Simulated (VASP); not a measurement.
# Si (Fd-3m) in VASP: a series of runs

Si is run at these levels: PBE; tasks: single point.

Everything below comes from runs of VASP 6.6.1. Logs are shortened: lines on timing, memory, paths and dates and some standing lists are left out, and cuts for length are marked.

**1. The cell of the first run**

Symmetry: Fd-3m, No. 227, cubic system. The conventional cell has a = 5.470 Å, b = 5.470 Å, c = 5.470 Å, α = 90.00°, β = 90.00°, γ = 90.00°. Within 3.1 Å of Si (site symmetry -43m) lie 4 Si at 2.37 Å.

**2. Single point, PBE**

The input, INCAR:

```
SYSTEM = Si
PREC = Accurate
ENCUT = 520
EDIFF = 1E-6
ISMEAR = 0
SIGMA = 0.02
LREAL = .FALSE.
LASPH = .TRUE.
NELM = 60
ALGO = Normal
ISIF = 2
LWAVE = .FALSE.
LCHARG = .FALSE.
GGA = PE
NBANDS = 11
```

The input, KPOINTS:

```
regular mesh
0
G
  8 8 8
  0 0 0
```

The input, POSCAR:

```
Si
1.0
    0.0000000000      2.7350468310      2.7350468310
    2.7350468310      0.0000000000      2.7350468310
    2.7350468310      2.7350468310      0.0000000000
Si
2
Direct
    0.2500000000      0.2500000000      0.2500000000
    0.0000000000      0.0000000000      0.0000000000
```

Potentials or basis: VASP PAW PBE potentials, release 64 (Si).

Run with:

```sh
cat potpaw_PBE.64/Si/POTCAR > POTCAR
mpirun -np 1 vasp_std > vasp.out
```

OUTCAR:

```text
SYSTEM = Si
   PREC = Accurate
   ENCUT = 520
   EDIFF = 1E-6
   ISMEAR = 0
   LREAL = .FALSE.
   LASPH = .TRUE.
   NELM = 60
   ISIF = 2
   GGA = PE

 ion  position               nearest neighbor table
   1  0.250  0.250  0.250-   2 2.37   2 2.37   2 2.37   2 2.37
   2  0.000  0.000  0.000-   1 2.37   1 2.37   1 2.37   1 2.37

  LATTYP: Found a face centered cubic cell.
 ALAT       =     5.4700936620

  Lattice vectors:

 A1 = (   0.0000000000,   2.7350468310,   2.7350468310)
 A2 = (   2.7350468310,   0.0000000000,   2.7350468310)
 A3 = (   2.7350468310,   2.7350468310,   0.0000000000)

Analysis of symmetry for initial positions (statically):
=====================================================================
 Subroutine PRICEL returns:
 Original cell was already a primitive cell.

 Routine SETGRP: Setting up the symmetry group for a
 face centered cubic supercell.

 Subroutine GETGRP returns: Found 48 space group operations
 (whereof 24 operations were pure point group operations)
 out of a pool of 48 trial point group operations.

The static configuration has the point symmetry T_d .
 The point group associated with its full space group is O_h .

Analysis of symmetry for dynamics (positions and initial velocities):
=====================================================================
 Subroutine PRICEL returns:
 Original cell was already a primitive cell.

 Routine SETGRP: Setting up the symmetry group for a
 face centered cubic supercell.

 Subroutine GETGRP returns: Found 48 space group operations
 (whereof 24 operations were pure point group operations)
 out of a pool of 48 trial point group operations.

The dynamic configuration has the point symmetry T_d .
 The point group associated with its full space group is O_h .

 Subroutine INISYM returns: Found 48 space group operations
 (whereof 24 operations are pure point group operations),
 and found     1 'primitive' translations

----------------------------------------------------------------------------------------

                                     Primitive cell

  volume of cell :      40.9189

  direct lattice vectors                    reciprocal lattice vectors
     0.000000000  2.735046831  2.735046831    -0.182812226  0.182812226  0.182812226
     2.735046831  0.000000000  2.735046831     0.182812226 -0.182812226  0.182812226
     2.735046831  2.735046831  0.000000000     0.182812226  0.182812226 -0.182812226

  length of vectors
[... 90 lines left out ...]
   POTIM  = 0.5000    time-step for ionic-motion
   TEBEG  =    0.0;   TEEND  =   0.0 temperature during run
   PSTRESS=    0.0 pullay stress
   NELECT =       8.0000    total number of electrons
   NUPDOWN=      -1.0000    fix difference up-down
   EMIN   =  10.00;   EMAX   =-10.00  energy-range for DOS
   EFERMI =   0.00;   METHOD = LEGACY
   ISMEAR =     0;   SIGMA  =   0.02  broadening in eV -4-tet -1-fermi 0-gaus
   EFERMI_NEDOS =   21; number of points for ismear=-14 and -15
   IALGO  =     38    algorithm
   IMIX   =      4    mixing-type and parameters
     AMIX     =   0.40;   BMIX     =  1.00
     AMIX_MAG =   1.60;   BMIX_MAG =  1.00
  volume/ion in A,a.u.               =      20.46       138.07
  Fermi-wavevector in a.u.,A,eV,Ry     =   0.950160  1.795542 12.283394  0.902804
  Thomas-Fermi vector in A             =   2.078511
   LORBIT       =      0    0 simple, 1 ext, 2 COOP (PROOUT), +10 PAW based schemes
   GGA     = PE    functional components
   LHFCALC =     F    Hartree Fock is set to
   AEXX    =    0.0000 exact exchange contribution
   IVDW    =     0    specifies the selected vdW correction
   LEPSILON=     F    determine dielectric tensor
   LRPA    =     F    only Hartree local field effects (RPA)
 non-spin polarized calculation
 Gauss-broadening in eV      SIGMA  =   0.02
  energy-cutoff  :      520.00
  volume of cell :       40.92
 maximum number of plane-waves:      1124
 NGX is ok and might be reduce to    30

 number of electron       8.0000001 magnetization

 Free energy of the ion-electron system (eV)
  ---------------------------------------------------
  ext. energy  EPLUGINS =         0.00000000
  ---------------------------------------------------
  free energy    TOTEN  =       -10.84608134 eV

  energy without entropy =      -10.84608134  energy(sigma->0) =      -10.84608134

 E-fermi :   5.7098     XC(G=0):  -9.3237

 val. band max:        5.6099043929   @ k =   0.0000   0.0000   0.0000
 cond. band min:       6.2610843124   @ k =   0.3750   0.3750   0.0000
 fundamental gap:      0.6511799195
 Fermi energy:         5.7097924874

 k-point     1 :       0.0000    0.0000    0.0000
  band No.  band energies     occupation
      1      -6.1999      2.00000
      2       5.6099      2.00000
      3       5.6099      2.00000
      4       5.6099      2.00000
      5       8.1661      0.00000
      6       8.1661      0.00000
      7       8.1661      0.00000
      8       8.7353      0.00000
      9      13.3181      0.00000
     10      13.3181      0.00000
     11      13.4841      0.00000
[... 309 lines left out ...]
 k-point    24 :      -0.3750    0.2500    0.1250
  band No.  band energies     occupation
      1      -3.3935      2.00000
      2      -1.0949      2.00000
      3       2.2244      2.00000
      4       3.5008      2.00000
      5       8.6320      0.00000
      6       8.7564      0.00000
      7      11.4545      0.00000
      8      12.6743      0.00000
      9      12.9140      0.00000
     10      16.1152      0.00000
     11      17.1583      0.00000

 [... further k-points ...]

------------------------ aborting loop because EDIFF is reached ----------------------------------------

  FORCE on cell =-STRESS in cart. coord.  units (eV):
  Direction    XX          YY          ZZ          XY          YZ          ZX
  --------------------------------------------------------------------------------------
  -------------------------------------------------------------------------------------
  Total       -0.0163152     -0.0163152     -0.0163152      0.0000000      0.0000000      0.0000000
  in kB       -0.6388212     -0.6388212     -0.6388212      0.0000000      0.0000000      0.0000000
  external PRESSURE =      -0.6388212 kB  Pullay stress =       0.0000000 kB

 VOLUME and BASIS-vectors are now :
 -----------------------------------------------------------------------------
  energy-cutoff  :      520.00
  volume of cell :       40.92
      direct lattice vectors                 reciprocal lattice vectors
     0.000000000  2.735046831  2.735046831    -0.182812226  0.182812226  0.182812226
     2.735046831  0.000000000  2.735046831     0.182812226 -0.182812226  0.182812226
     2.735046831  2.735046831  0.000000000     0.182812226  0.182812226 -0.182812226

 POSITION                                       TOTAL-FORCE (eV/Angst)
 -----------------------------------------------------------------------------------
      1.36752      1.36752      1.36752         0.000000      0.000000     -0.000000
      0.00000      0.00000      0.00000        -0.000000     -0.000000      0.000000
 -----------------------------------------------------------------------------------
    total drift:                               -0.000000     -0.000000     -0.000000

  FREE ENERGIE OF THE ION-ELECTRON SYSTEM (eV)
  ---------------------------------------------------
  free  energy   TOTEN  =       -10.8460813421 eV

  energy  without entropy=      -10.8460813421  energy(sigma->0) =      -10.84608134
```

Wall time 21 s (1 thread of Intel Xeon 8259CL, shared host); peak memory 0.16 GiB.

Results:

- Free energy: -10.8461 eV
- Pressure: -0.1 GPa
- Band gap on the k mesh: 0.65 eV (least direct gap 2.56 eV)

**3. Single point, PBE**

This run uses another cell than the first one: it holds 32 atoms, not 2.

The input, INCAR:

```
PREC = Accurate
ENCUT = 520
EDIFF = 1E-6
ISMEAR = 0
SIGMA = 0.02
LREAL = Auto
LASPH = True
NELM = 100
ALGO = Normal
ISIF = 2
LWAVE = False
LCHARG = False
GGA = PE
NBANDS = 86
```

The input, KPOINTS:

```
Automatic mesh
0
Gamma
  2 2 2
  0.5 0.5 0.5
```

The input, POSCAR:

```
Si
1.0
   -5.4700936619      5.4700936619     -5.4700936619
   -5.4700936619     -5.4700936619      5.4700936619
    5.4700936619      5.4700936619      5.4700936619
Si
32
Direct
    0.0000000000      0.0000000000      0.2500000000
    0.7500000000      0.2500000000      0.2500000000
    0.7500000000      0.0000000000      0.5000000000
    0.5000000000      0.5000000000      0.2500000000
    0.5000000000      0.2500000000      0.5000000000
    0.5000000000      0.0000000000      0.7500000000
    0.2500000000      0.7500000000      0.2500000000
    0.2500000000      0.5000000000      0.5000000000
    0.2500000000      0.2500000000      0.7500000000
    0.2500000000      0.0000000000      0.0000000000
    0.0000000000      0.7500000000      0.5000000000
    0.0000000000      0.5000000000      0.7500000000
    0.0000000000      0.2500000000      0.0000000000
    0.7500000000      0.7500000000      0.7500000000
    0.7500000000      0.5000000000      0.0000000000
    0.5000000000      0.7500000000      0.0000000000
    0.7500000000      0.7500000000      0.5000000000
    0.5000000000      0.0000000000      0.5000000000
    0.5000000000      0.7500000000      0.7500000000
    0.2500000000      0.2500000000      0.5000000000
    0.2500000000      0.0000000000      0.7500000000
    0.2500000000      0.7500000000      0.0000000000
    0.0000000000      0.5000000000      0.5000000000
    0.0000000000      0.2500000000      0.7500000000
    0.0000000000      0.0000000000      0.0000000000
    0.0000000000      0.7500000000      0.2500000000
    0.7500000000      0.5000000000      0.7500000000
    0.7500000000      0.2500000000      0.0000000000
    0.7500000000      0.0000000000      0.2500000000
    0.5000000000      0.5000000000      0.0000000000
    0.5000000000      0.2500000000      0.2500000000
    0.2500000000      0.5000000000      0.2500000000
```

Potentials or basis: VASP PAW PBE potentials, release 64 (Si).

Run with:

```sh
cat potpaw_PBE.64/Si/POTCAR > POTCAR
mpirun -np 1 vasp_std > vasp.out
```

Run time: 6.5 min. Hardware: 1 thread of Intel Xeon 8259CL, shared host; peak memory 0.66 GiB.

Results (log left out):

```yaml
Free_energy: -173.5400 eV
Pressure: -0.1 GPa
Band_gap_on_the_k_mesh: 1.40 eV
```

Levels at points of the mesh, in eV from the valence-band top:
| k point | band 62 | band 63 | band 64 | band 65 | band 66 | band 67 |
| --- | --- | --- | --- | --- | --- | --- |
| (0.25, 0.25, 0.25) | 0.00 | 0.00 | 0.00 | 2.29 | 2.29 | 2.29 |

Caveat: a shifted mesh leaves out Γ, where band edges can lie. A k mesh can miss the band edges.
